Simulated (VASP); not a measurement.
# ZnO (P6_3mc) in VASP: settings compared

The runs below take ZnO through relaxation of shape and atoms at fixed volume, single point, with PBEsol, RPBE+D4.

Program: VASP 6.6.1. These are calculated values, not measurements. Logs are shortened: lines on timing, memory, paths and dates and some standing lists are left out, and cuts for length are marked.

## 1. The cell of the first run

The structure is hexagonal, space group P6_3mc (No. 186). The conventional cell has a = 3.188 Å, b = 3.188 Å, c = 5.141 Å, α = 90.00°, β = 90.00°, γ = 120.00°. Zn (site symmetry 3m) has 4 O at 1.94 to 1.95 Å within 2.6 Å. O (site symmetry 3m) has 4 Zn at 1.94 to 1.95 Å within 2.6 Å.

## 2. Relaxation of shape and atoms at fixed volume, PBEsol (volume scaled by 0.96)

INCAR reads:

```
SYSTEM = ZnO
PREC = Accurate
ENCUT = 600
EDIFF = 1E-6
ISMEAR = 0
SIGMA = 0.05
LREAL = .FALSE.
LASPH = .TRUE.
NELM = 80
ALGO = Normal
ISIF = 4
LWAVE = .FALSE.
LCHARG = .FALSE.
GGA = PS
IBRION = 2
NSW = 60
EDIFFG = -0.01
```

KPOINTS reads:

```
Automatic mesh
0
G
  8 8 6
  0 0 0
```

POSCAR reads:

```
ZnO
1.0
    3.1880703917      0.0000000000      0.0000000000
   -1.5940351958      2.7609499483      0.0000000000
    0.0000000000      0.0000000000      5.1407098901
Zn O
2 2
Direct
    0.3333333333      0.6666666667      0.0014489168
    0.6666666667      0.3333333333      0.5014489168
    0.3333333333      0.6666666667      0.3806510832
    0.6666666667      0.3333333333      0.8806510832
```

Potentials or basis: VASP PAW PBE potentials, release 64 (Zn, O).

Run with:

```
$ cat potpaw_PBE.64/Zn/POTCAR potpaw_PBE.64/O/POTCAR > POTCAR
$ mpirun -np 1 vasp_std > vasp.out
```

OUTCAR:

```text
SYSTEM = ZnO
   PREC = Accurate
   ENCUT = 600
   EDIFF = 1E-6
   ISMEAR = 0
   LREAL = .FALSE.
   LASPH = .TRUE.
   NELM = 80
   ISIF = 4
   GGA = PS
   IBRION = 2
   NSW = 60
   EDIFFG = -0.01

 ion  position               nearest neighbor table
   1  0.333  0.667  0.001-   4 1.94   4 1.94   4 1.94   3 1.95
   2  0.667  0.333  0.501-   3 1.94   3 1.94   3 1.94   4 1.95
   3  0.333  0.667  0.381-   2 1.94   2 1.94   2 1.94   1 1.95
   4  0.667  0.333  0.881-   1 1.94   1 1.94   1 1.94   2 1.95

  LATTYP: Found a hexagonal cell.
 ALAT       =     3.1880703917
 C/A-ratio  =     1.6124831821

  Lattice vectors:

 A1 = (   3.1880703917,   0.0000000000,   0.0000000000)
 A2 = (  -1.5940351958,   2.7609499483,   0.0000000000)
 A3 = (   0.0000000000,   0.0000000000,   5.1407098901)

Analysis of symmetry for initial positions (statically):
=====================================================================
 Subroutine PRICEL returns:
 Original cell was already a primitive cell.

 Routine SETGRP: Setting up the symmetry group for a
 hexagonal supercell.

 Subroutine GETGRP returns: Found 12 space group operations
 (whereof  6 operations were pure point group operations)
 out of a pool of 24 trial point group operations.

The static configuration has the point symmetry C_3v.
 The point group associated with its full space group is C_6v.

Analysis of symmetry for dynamics (positions and initial velocities):
=====================================================================
 Subroutine PRICEL returns:
 Original cell was already a primitive cell.

 Routine SETGRP: Setting up the symmetry group for a
 hexagonal supercell.

 Subroutine GETGRP returns: Found 12 space group operations
 (whereof  6 operations were pure point group operations)
 out of a pool of 24 trial point group operations.

The dynamic configuration has the point symmetry C_3v.
 The point group associated with its full space group is C_6v.

 Subroutine INISYM returns: Found 12 space group operations
 (whereof  6 operations are pure point group operations),
 and found     1 'primitive' translations

----------------------------------------------------------------------------------------

                                     Primitive cell

  volume of cell :      45.2491

  direct lattice vectors                    reciprocal lattice vectors
     3.188070392  0.000000000  0.000000000     0.313669360  0.181097090  0.000000000
    -1.594035196  2.760949948  0.000000000     0.000000000  0.362194179  0.000000000
     0.000000000  0.000000000  5.140709890     0.000000000  0.000000000  0.194525663

  length of vectors
     3.188070392  3.188070392  5.140709890     0.362194179  0.362194179  0.194525663

  position of ions in fractional coordinates (direct lattice)
     0.333333333  0.666666667  0.001448917
     0.666666667  0.333333333  0.501448917
     0.333333333  0.666666667  0.380651083
     0.666666667  0.333333333  0.880651083

  ion indices of the primitive-cell ions
   primitive index   ion index
                 1           1
                 2           2
                 3           3
                 4           4

----------------------------------------------------------------------------------------

 KPOINTS: Automatic mesh

Automatic generation of k-mesh.
 Grid dimensions read from file:
 generate k-points for:    8    8    6

 Generating k-lattice:

  Cartesian coordinates                     Fractional coordinates (reciprocal lattice)
     0.039208670  0.022637136  0.000000000     0.125000000 -0.000000000  0.000000000
     0.000000000  0.045274272  0.000000000     0.000000000  0.125000000  0.000000000
     0.000000000  0.000000000  0.032420944     0.000000000  0.000000000  0.166666667

  Length of vectors
     0.045274272  0.045274272  0.032420944

  Shift w.r.t. Gamma in fractional coordinates (k-lattice)
     0.000000000  0.000000000  0.000000000

 Subroutine IBZKPT returns following result:
 ===========================================

 Found     40 irreducible k-points:

 Following reciprocal coordinates:
            Coordinates               Weight
  0.000000  0.000000  0.000000      1.000000
  0.125000 -0.000000  0.000000      6.000000
  0.250000 -0.000000  0.000000      6.000000
  0.375000  0.000000  0.000000      6.000000
  0.500000 -0.000000  0.000000      3.000000
  0.125000  0.125000  0.000000      6.000000
[... 16 lines left out ...]
  0.250000 -0.000000  0.333333     12.000000
  0.375000  0.000000  0.333333     12.000000
 [... further k-points ...]
   k-points           NKPTS =     40   k-points in BZ     NKDIM =     40   number of bands    NBANDS=     22
   number of dos      NEDOS =    301   number of ions     NIONS =      4
   total plane-waves  NPLWV =  32928
   dimension x,y,z NGX =    28 NGY =   28 NGZ =   42
   dimension x,y,z NGXF=    56 NGYF=   56 NGZF=   84
   ions per type =               2   2
   NGX,Y,Z   is equivalent  to a cutoff of  14.60, 14.60, 13.58 a.u.
   NGXF,Y,Z  is equivalent  to a cutoff of  29.20, 29.20, 27.16 a.u.
 SYSTEM =  ZnO
   PREC   = accura    normal or accurate (medium, high low for compatibility)
   ISTART =      0    job   : 0-new  1-cont  2-samecut
   ICHARG =      2    charge: 1-file 2-atom 10-const
   ISPIN  =      1    spin polarized calculation?
   LNONCOLLINEAR =      F non collinear calculations
   LSORBIT =      F    spin-orbit coupling
   LASPH  =      T    aspherical Exc in radial PAW
   ENCUT  =  600.0 eV  44.10 Ry    6.64 a.u.   6.37  6.37 10.27*2*pi/ulx,y,z
   NELM   =     80;   NELMIN=  2; NELMDL= -5     # of ELM steps
   EDIFF  = 0.1E-05   stopping-criterion for ELM
   LREAL  =      F    real-space projection
   EDIFFG = -.1E-01   stopping-criterion for IOM
   NSW    =     60    number of steps for IOM
   IBRION =      2    ionic relax: 0-MD 1-quasi-New 2-CG
   NFREE  =      1    steps in history (QN), initial steepest desc. (CG)
   ISIF   =      4    stress and relaxation
   ISYM   =      2    0-nonsym 1-usesym 2-fastsym
   POTIM  = 0.5000    time-step for ionic-motion
   TEBEG  =    0.0;   TEEND  =   0.0 temperature during run
   PSTRESS=    0.0 pullay stress
   NELECT =      36.0000    total number of electrons
   NUPDOWN=      -1.0000    fix difference up-down
   EMIN   =  10.00;   EMAX   =-10.00  energy-range for DOS
   EFERMI =   0.00;   METHOD = LEGACY
   ISMEAR =     0;   SIGMA  =   0.05  broadening in eV -4-tet -1-fermi 0-gaus
   EFERMI_NEDOS =   21; number of points for ismear=-14 and -15
   IALGO  =     38    algorithm
   IMIX   =      4    mixing-type and parameters
     AMIX     =   0.40;   BMIX     =  1.00
     AMIX_MAG =   1.60;   BMIX_MAG =  1.00
  volume/ion in A,a.u.               =      11.31        76.34
  Fermi-wavevector in a.u.,A,eV,Ry     =   1.516954  2.866628 31.309050  2.301150
  Thomas-Fermi vector in A             =   2.626275
   LORBIT       =      0    0 simple, 1 ext, 2 COOP (PROOUT), +10 PAW based schemes
   GGA     = PS    functional components
   LHFCALC =     F    Hartree Fock is set to
   AEXX    =    0.0000 exact exchange contribution
   IVDW    =     0    specifies the selected vdW correction
   LEPSILON=     F    determine dielectric tensor
   LRPA    =     F    only Hartree local field effects (RPA)
 conjugate gradient relaxation of ions
 non-spin polarized calculation
 Gauss-broadening in eV      SIGMA  =   0.05
  energy-cutoff  :      600.00
  volume of cell :       45.25
 maximum number of plane-waves:      1534
 NGX is ok and might be reduce to    28
   NGX = 13   NGY = 13   NGZ = 21

 number of electron      35.9999992 magnetization

 Free energy of the ion-electron system (eV)
  ---------------------------------------------------
  ext. energy  EPLUGINS =         0.00000000
  ---------------------------------------------------
  free energy    TOTEN  =       -19.36371844 eV

  energy without entropy =      -19.36371844  energy(sigma->0) =      -19.36371844

 E-fermi :   1.8147     XC(G=0): -11.4604

 val. band max:        1.5291952975   @ k =   0.0000   0.0000   0.0000
 cond. band min:       2.2777176254   @ k =   0.0000   0.0000   0.0000
 fundamental gap:      0.7485223279
 Fermi energy:         1.8147261984

 k-point     1 :       0.0000    0.0000    0.0000
  band No.  band energies     occupation
      1     -16.9468      2.00000
      2     -16.1237      2.00000
      3      -4.6101      2.00000
      4      -4.4583      2.00000
      5      -4.4583      2.00000
      6      -4.4060      2.00000
[... 14 lines left out ...]
     21       9.7713      0.00000
     22      14.5533      0.00000

 k-point     2 :       0.1250   -0.0000    0.0000
  band No.  band energies     occupation
      1     -16.8507      2.00000
      2     -16.0811      2.00000
      3      -4.5910      2.00000
      4      -4.4542      2.00000
      5      -4.4055      2.00000
      6      -4.3557      2.00000
[... 14 lines left out ...]
     21       9.7442      0.00000
     22      13.0807      0.00000

 k-point     3 :       0.2500   -0.0000    0.0000
  band No.  band energies     occupation
      1     -16.6018      2.00000
      2     -15.9857      2.00000
      3      -4.7937      2.00000
      4      -4.4018      2.00000
      5      -4.2904      2.00000
      6      -4.1950      2.00000
[... 14 lines left out ...]
     21       9.6278      0.00000
     22      11.2083      0.00000

 k-point     4 :       0.3750    0.0000    0.0000
  band No.  band energies     occupation
      1     -16.3132      2.00000
      2     -15.9159      2.00000
      3      -4.8671      2.00000
      4      -4.5109      2.00000
      5      -4.2040      2.00000
      6      -3.9758      2.00000
[... 14 lines left out ...]
     21       9.1787      0.00000
     22      10.3287      0.00000

 k-point     5 :       0.5000   -0.0000    0.0000
  band No.  band energies     occupation
      1     -16.1639      2.00000
      2     -15.9122      2.00000
      3      -4.7748      2.00000
      4      -4.6447      2.00000
      5      -4.1787      2.00000
      6      -3.8416      2.00000
[... 14 lines left out ...]
     21       9.0097      0.00000
     22      10.3031      0.00000

 k-point     6 :       0.1250    0.1250    0.0000
  band No.  band energies     occupation
      1     -16.6779      2.00000
      2     -16.0122      2.00000
      3      -4.6885      2.00000
      4      -4.4713      2.00000
      5      -4.2798      2.00000
      6      -4.2632      2.00000
[... 14 lines left out ...]
     21       9.7059      0.00000
     22      11.7808      0.00000

 k-point     7 :       0.2500    0.1250    0.0000
  band No.  band energies     occupation
      1     -16.4063      2.00000
      2     -15.9308      2.00000
      3      -4.7756      2.00000
      4      -4.4689      2.00000
      5      -4.2409      2.00000
      6      -4.0808      2.00000
[... 324 lines left out ...]
      6      -3.9715      2.00000
[... 14 lines left out ...]
     21       9.2802      0.00000
     22      10.1867      0.00000

 k-point    21 :       0.0000    0.0000    0.3333
  band No.  band energies     occupation
      1     -16.7509      2.00000
      2     -16.3396      2.00000
      3      -4.7828      2.00000
      4      -4.6205      2.00000
      5      -4.4268      2.00000
      6      -4.4267      2.00000
[... 14 lines left out ...]
     21      10.6152      0.00000
     22      13.0826      0.00000

 k-point    22 :       0.1250   -0.0000    0.3333
  band No.  band energies     occupation
      1     -16.6656      2.00000
      2     -16.2809      2.00000
      3      -4.7868      2.00000
      4      -4.7114      2.00000
      5      -4.3680      2.00000
      6      -4.3665      2.00000
[... 14 lines left out ...]
     21      10.6142      0.00000
     22      12.8416      0.00000

 k-point    23 :       0.2500   -0.0000    0.3333
  band No.  band energies     occupation
      1     -16.4490      2.00000
      2     -16.1405      2.00000
      3      -4.9086      2.00000
      4      -4.8001      2.00000
      5      -4.2301      2.00000
      6      -4.2202      2.00000
[... 14 lines left out ...]
     21      10.5103      0.00000
     22      11.3798      0.00000

 k-point    24 :       0.3750    0.0000    0.3333
  band No.  band energies     occupation
      1     -16.2086      2.00000
      2     -16.0093      2.00000
      3      -4.9925      2.00000
      4      -4.8657      2.00000
      5      -4.1068      2.00000
      6      -4.0287      2.00000
[... 14 lines left out ...]
     21      10.1621      0.00000
     22      10.4322      0.00000

 [... further k-points ...]
[... 5 lines left out ...]
  --------------------------------------------------------------------------------------
  -------------------------------------------------------------------------------------
  Total        2.0425998      2.0425998      2.0746108      0.0000000      0.0000000     -0.0000000
  in kB       72.3243163     72.3243163     73.4577592      0.0000000      0.0000000     -0.0000000
  external PRESSURE =      72.7021306 kB  Pullay stress =       0.0000000 kB

 VOLUME and BASIS-vectors are now :
 -----------------------------------------------------------------------------
  energy-cutoff  :      600.00
  volume of cell :       45.25
      direct lattice vectors                 reciprocal lattice vectors
     3.188070392  0.000000000  0.000000000     0.313669360  0.181097090  0.000000000
    -1.594035196  2.760949948  0.000000000     0.000000000  0.362194179  0.000000000
     0.000000000  0.000000000  5.140709890     0.000000000  0.000000000  0.194525663

 POSITION                                       TOTAL-FORCE (eV/Angst)
 -----------------------------------------------------------------------------------
     -0.00000      1.84063      0.00745         0.000000     -0.000000      0.001323
      1.59404      0.92032      2.57780         0.000000      0.000000      0.001323
     -0.00000      1.84063      1.95682        -0.000000      0.000000     -0.001323
      1.59404      0.92032      4.52717         0.000000     -0.000000     -0.001323
 -----------------------------------------------------------------------------------
    total drift:                               -0.000000     -0.000000     -0.000711

  FREE ENERGIE OF THE ION-ELECTRON SYSTEM (eV)
  ---------------------------------------------------
  free  energy   TOTEN  =       -19.3637184438 eV

  energy  without entropy=      -19.3637184438  energy(sigma->0) =      -19.36371844

 reached required accuracy - stopping structural energy minimisation
```

It took 42 s on 1 thread of Intel Xeon Platinum 8259CL at 2.50GHz (Skylake/Cascade Lake), shared host; peak memory 0.19 GiB.

Results:

```
Free energy             : -19.3637 eV
Pressure after relaxing : 7.3 GPa
Band gap on the k mesh  : 0.75 eV, direct
```

Final structure:
```
CELL_PARAMETERS angstrom
3.18807 0.00000 0.00000
-1.59404 2.76095 0.00000
0.00000 0.00000 5.14071
ATOMIC_POSITIONS crystal
Zn 0.33333 0.66667 0.00145
Zn 0.66667 0.33333 0.50145
O 0.33333 0.66667 0.38065
O 0.66667 0.33333 0.88065
```

Levels at points of the mesh, in eV from the valence-band top:
```tsv
k point	band 16	band 17	band 18	band 19	band 20	band 21
(0.00, 0.00, 0.00)	-0.11	0.00	0.00	0.75	5.30	8.24
(0.50, 0.00, 0.00)	-2.46	-1.39	-0.91	5.90	6.77	7.48
(0.00, 0.00, 0.50)	-0.43	-0.43	-0.43	3.47	3.47	10.12
(0.50, 0.00, 0.50)	-1.63	-1.49	-1.49	5.64	5.64	8.63
```

Caveat: the relaxation stopped at its first step, so nothing moved; the PAW data sets were made with another functional, which shifts forces and pressure a little.

[end of part 1 of 2]
